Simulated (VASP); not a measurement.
A run of VASP 6.6.1:

Contents of INCAR:

```
PREC     = Accurate       # precision mode
ENCUT    = 520            # plane-wave cutoff, eV
EDIFF    = 1E-7           # SCF threshold, eV
ISMEAR   = 0              # smearing method
SIGMA    = 0.15           # smearing width, eV
LREAL    = False          # projectors in reciprocal space
LASPH    = True           # aspherical terms in the spheres
NELM     = 60             # most SCF steps
ALGO     = Fast           # electronic algorithm
ISIF     = 2              # what is computed and relaxed
LWAVE    = False          # write WAVECAR
LCHARG   = False          # write CHGCAR
GGA      = PS             # functional
NBANDS   = 21             # bands
```

KPOINTS

```
regular mesh
0
Gamma
  24 24 12
```

File POSCAR:

```
Ru
1.0
    2.7057993342      0.0000000000      0.0000000000
   -1.3528996671      2.3432909610      0.0000000000
    0.0000000000      0.0000000000      4.2819000000
Ru
2
Direct
    0.2150332860      0.7626854726      0.2500000000
    0.6666666667      0.3333333333      0.7500000000
```

Potentials or basis: VASP PAW PBE potentials, release 64 (Ru_pv).

Launch:

```sh
$ cat potpaw_PBE.64/Ru_pv/POTCAR > POTCAR
$ mpirun -np 1 vasp_std > vasp.out
```

Hardware: 1 thread of Intel Xeon 8259CL, with other jobs on the host.

Estimate the wall time of this run.

Wall time 27 min on 1 thread of Intel Xeon 8259CL (shared host), peak memory 0.91 GiB. Counts: scf iterations 14, k points 2030.
